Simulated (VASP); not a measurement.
# Zr2O (P4_2/nnm) in VASP: notebook, part 2 of 2

VASP 6.6.1. Earlier steps stand in the parts before.

### 6 Single point, PBEsol (strain -0.015 along x and y, +0.000 along z)

File INCAR:

```
PREC = Accurate ; ENCUT = 520
EDIFF = 1E-7 ; ISMEAR = 0
SIGMA = 0.15 ; LREAL = F
LASPH = T ; NELM = 60
ALGO = Normal ; ISIF = 2
LWAVE = F ; LCHARG = T
GGA = PS ; LELF = T
LVHAR = T ; NBANDS = 39
```

File KPOINTS:

```
Automatic mesh
0
Gamma
  10 10 10
```

File POSCAR:

```
Zr2O
1.0
    4.7282838620      0.0000000000      0.0000000000
    0.0000000000      4.7282838620      0.0000000000
    0.0000000000      0.0000000000      4.8002881848
Zr O
4 2
Direct
    0.2500000000      0.2500000000      0.7500000000
    0.7500000000      0.2500000000      0.2500000000
    0.2500000000      0.7500000000      0.2500000000
    0.7500000000      0.7500000000      0.7500000000
    0.0000000000      0.0000000000      0.0000000000
    0.5000000000      0.5000000000      0.5000000000
```

Potentials or basis: VASP PAW PBE potentials, release 64 (Zr_sv, O).

Launch:

```bash
> cat potpaw_PBE.64/Zr_sv/POTCAR potpaw_PBE.64/O/POTCAR > POTCAR
> mpirun -np 1 vasp_std > vasp.out
```

OUTCAR:

```text
PREC = Accurate
   ENCUT = 520
   EDIFF = 1E-7
   ISMEAR = 0
   LREAL = F
   LASPH = T
   NELM = 60
   ISIF = 2
   GGA = PS

 ion  position               nearest neighbor table
   1  0.250  0.250  0.750-   5 2.06   6 2.06   4 3.34   4 3.34   4 3.34   4 3.34   3 3.37   3 3.37
                             3 3.37   3 3.37   2 3.37   2 3.37   2 3.37   2 3.37
   2  0.750  0.250  0.250-   5 2.06   6 2.06   3 3.34   3 3.34   3 3.34   3 3.34   4 3.37   1 3.37
                             4 3.37   4 3.37   1 3.37   4 3.37   1 3.37   1 3.37
   3  0.250  0.750  0.250-   5 2.06   6 2.06   2 3.34   2 3.34   2 3.34   2 3.34   4 3.37   1 3.37
                             1 3.37   1 3.37   4 3.37   4 3.37   4 3.37   1 3.37
   4  0.750  0.750  0.750-   5 2.06   6 2.06   1 3.34   1 3.34   1 3.34   1 3.34   3 3.37   2 3.37
                             2 3.37   2 3.37   3 3.37   3 3.37   3 3.37   2 3.37
   5  0.000  0.000  0.000-   1 2.06   2 2.06   3 2.06   4 2.06
   6  0.500  0.500  0.500-   1 2.06   2 2.06   3 2.06   4 2.06

  LATTYP: Found a simple tetragonal cell.
 ALAT       =     4.7282838620
 C/A-ratio  =     1.0152284264

  Lattice vectors:

 A1 = (   4.7282838620,   0.0000000000,   0.0000000000)
 A2 = (   0.0000000000,   4.7282838620,   0.0000000000)
 A3 = (   0.0000000000,   0.0000000000,   4.8002881848)

Analysis of symmetry for initial positions (statically):
=====================================================================
 Subroutine PRICEL returns:
 Original cell was already a primitive cell.

 Routine SETGRP: Setting up the symmetry group for a
 simple tetragonal supercell.

 Subroutine GETGRP returns: Found 16 space group operations
 (whereof  8 operations were pure point group operations)
 out of a pool of 16 trial point group operations.

The static configuration has the point symmetry D_2d.
 The point group associated with its full space group is D_4h.

Analysis of symmetry for dynamics (positions and initial velocities):
=====================================================================
 Subroutine PRICEL returns:
 Original cell was already a primitive cell.

 Routine SETGRP: Setting up the symmetry group for a
 simple tetragonal supercell.

 Subroutine GETGRP returns: Found 16 space group operations
 (whereof  8 operations were pure point group operations)
[... 140 lines left out ...]
   LEPSILON=     F    determine dielectric tensor
   LRPA    =     F    only Hartree local field effects (RPA)
 non-spin polarized calculation
 Gauss-broadening in eV      SIGMA  =   0.15
  energy-cutoff  :      520.00
  volume of cell :      107.32
 maximum number of plane-waves:      2929
 NGX is ok and might be reduce to    36
   NGX = 17   NGY = 17   NGZ = 17

 number of electron      59.9999991 magnetization

 Free energy of the ion-electron system (eV)
  ---------------------------------------------------
  ext. energy  EPLUGINS =         0.00000000
  ---------------------------------------------------
  free energy    TOTEN  =       -56.54998621 eV

  energy without entropy =      -56.44822141  energy(sigma->0) =      -56.49910381

 E-fermi :   8.6397     XC(G=0): -11.2375

 val. band max:        8.6388437855   @ k =   0.5000   0.1000   0.2000
 cond. band min:       8.6428478872   @ k =   0.4000   0.3000   0.0000
 fundamental gap:      0.0040041017
 Fermi energy:         8.6397100161

 k-point     1 :       0.0000    0.0000    0.0000
  band No.  band energies     occupation
      1     -40.3603      2.00000
      2     -40.2375      2.00000
      3     -40.2322      2.00000
      4     -40.2322      2.00000
      5     -19.9497      2.00000
      6     -18.6354      2.00000
[... 997 lines left out ...]
     38      12.0973      0.00000
     39      12.1470      0.00000

 [... further k-points ...]

------------------------ aborting loop because EDIFF is reached ----------------------------------------

  FORCE on cell =-STRESS in cart. coord.  units (eV):
  Direction    XX          YY          ZZ          XY          YZ          ZX
  --------------------------------------------------------------------------------------
  -------------------------------------------------------------------------------------
  Total        3.3953984      3.3953984      2.9247868      0.0000000     -0.0000000      0.0000000
  in kB       50.6905414     50.6905414     43.6646928      0.0000000     -0.0000000      0.0000000
  external PRESSURE =      48.3485919 kB  Pullay stress =       0.0000000 kB

 VOLUME and BASIS-vectors are now :
 -----------------------------------------------------------------------------
  energy-cutoff  :      520.00
  volume of cell :      107.32
      direct lattice vectors                 reciprocal lattice vectors
     4.728283862  0.000000000  0.000000000     0.211493224  0.000000000  0.000000000
     0.000000000  4.728283862  0.000000000     0.000000000  0.211493224  0.000000000
     0.000000000  0.000000000  4.800288185     0.000000000  0.000000000  0.208320826

 POSITION                                       TOTAL-FORCE (eV/Angst)
 -----------------------------------------------------------------------------------
      1.18207      1.18207      3.60022        -0.000000      0.000000      0.000000
      3.54621      1.18207      1.20007        -0.000000     -0.000000     -0.000000
      1.18207      3.54621      1.20007        -0.000000      0.000000      0.000000
      3.54621      3.54621      3.60022         0.000000     -0.000000      0.000000
      0.00000      0.00000      0.00000         0.000000      0.000000      0.000000
      2.36414      2.36414      2.40014         0.000000      0.000000      0.000000
 -----------------------------------------------------------------------------------
    total drift:                                0.000000     -0.000000      0.000000

  FREE ENERGIE OF THE ION-ELECTRON SYSTEM (eV)
  ---------------------------------------------------
  free  energy   TOTEN  =       -56.5499862121 eV

  energy  without entropy=      -56.4482214150  energy(sigma->0) =      -56.49910381
```

stdout:

```text
POSCAR found type information on POSCAR ZrO
 POSCAR found :  2 types and       6 ions
 scaLAPACK will be used
 -----------------------------------------------------------------------------
|                                                                             |
|                                                                             |
|     You enforced a specific xc type in the INCAR file but a different       |
|     I HOPE YOU KNOW WHAT YOU ARE DOING!                                     |
|                                                                             |
 -----------------------------------------------------------------------------

 LDA part: xc-table for (Slater+PW92), standard interpolation
 POSCAR, INCAR and KPOINTS ok, starting setup
 FFT: planning ... GRIDC
 FFT: planning ... GRID_SOFT
 FFT: planning ... GRID
 WAVECAR not read
 entering main loop
```

Wall time 12 min (1 thread of Oxide Virtual Turin-like, shared host); peak memory 0.45 GiB.

Results:

```
Free energy            : -56.5500 eV
Pressure               : 4.8 GPa
Band gap on the k mesh : zero (band 30 reaches 9.21 eV, above the bottom of band 31 at 8.42 eV)
```

Caveat: the cell differs from its parent crystal (strain -0.015 along x and y, +0.000 along z); the PAW data sets were made with another functional, which shifts forces and pressure a little.

### 7 Overview

| cell | gap on the mesh (eV) | pressure (GPa) |
| --- | --- | --- |
| a = 4.872, b = 4.872, c = 4.800 Å, 6 atoms | none | -3.8 |
| a = 4.944, b = 4.944, c = 4.728 Å, 6 atoms | none | -5.6 |
| a = 4.800, b = 4.800, c = 4.944 Å, 6 atoms | none | -3.8 |
| a = 4.800, b = 4.800, c = 4.656 Å, 6 atoms | none | 4.8 |
| a = 4.728, b = 4.728, c = 4.800 Å, 6 atoms | none | 4.8 |

Alike in all rows: task single point; level PBEsol; potentials or basis VASP PAW PBE potentials, release 64 (Zr_sv, O); no spin polarisation; k mesh 10 × 10 × 10; cutoff (eV) 520; smearing gaussian 0.15 eV.

Caveats: the PAW data sets were made with another functional, which shifts forces and pressure a little.

Total energies depend on the potentials used, so only differences within one code and one set of settings carry meaning.
